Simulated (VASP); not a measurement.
Set up this calculation in VASP 6.6.1, as the native input.

```
Task                   : single point
Functional             : LDA
Potentials or basis    : VASP PAW LDA potentials, release 64 (Sn_d)
Cutoff                 : 520 eV
k mesh                 : 6 × 6 × 6
Occupations            : gaussian, width 0.1 eV
Spin                   : no spin polarisation
Dipole correction      : no
Further INCAR settings : ALGO = Normal; EDIFF = 1e-06; NBANDS = 21
```

The structure of Sn lies in POSCAR:

```
Sn
1.0
    0.0000000000      3.1896436215      3.1896436215
    3.1896436215      0.0000000000      3.1896436215
    3.1896436215      3.1896436215      0.0000000000
Sn
2
Direct
    0.0000000000      0.0000000000      0.0000000000
    0.2500000000      0.2500000000      0.2500000000
```

These files were run (other wordings do the same):

INCAR

```
SYSTEM = Sn
PREC     = Accurate       ! precision mode
ENCUT    = 520            ! plane-wave cutoff, eV
EDIFF    = 1E-6           ! SCF threshold, eV
ISMEAR   = 0              ! smearing method
SIGMA    = 0.1            ! smearing width, eV
LREAL    = .False.        ! projectors in reciprocal space
LASPH    = .True.         ! aspherical terms in the spheres
NELM     = 100            ! most SCF steps
ALGO     = Normal         ! electronic algorithm
ISIF     = 2              ! what is computed and relaxed
LWAVE    = .False.        ! write WAVECAR
LCHARG   = .True.         ! write CHGCAR
LELF     = .True.         ! ELF
LVHAR    = .True.       
NBANDS   = 21             ! bands
```

KPOINTS

```
Automatic mesh
0
Gamma
  6 6 6
  0 0 0
```

Potentials or basis: VASP PAW LDA potentials, release 64 (Sn_d).

Launch:

```bash
$ cat potpaw_LDA.64/Sn_d/POTCAR > POTCAR
$ mpirun -np 1 vasp_std > vasp.out
```

It gave:

```
Pressure               : 2.3 GPa
Band gap on the k mesh : zero (band 14 reaches 6.02 eV, above the bottom of band 15 at 5.94 eV)
```

Caveat: spin-orbit coupling is left out, which moves the levels of the heavy elements.

Wall time 29 s on 1 thread of Intel Xeon 8259CL, on a shared host, peak memory 0.17 GiB.
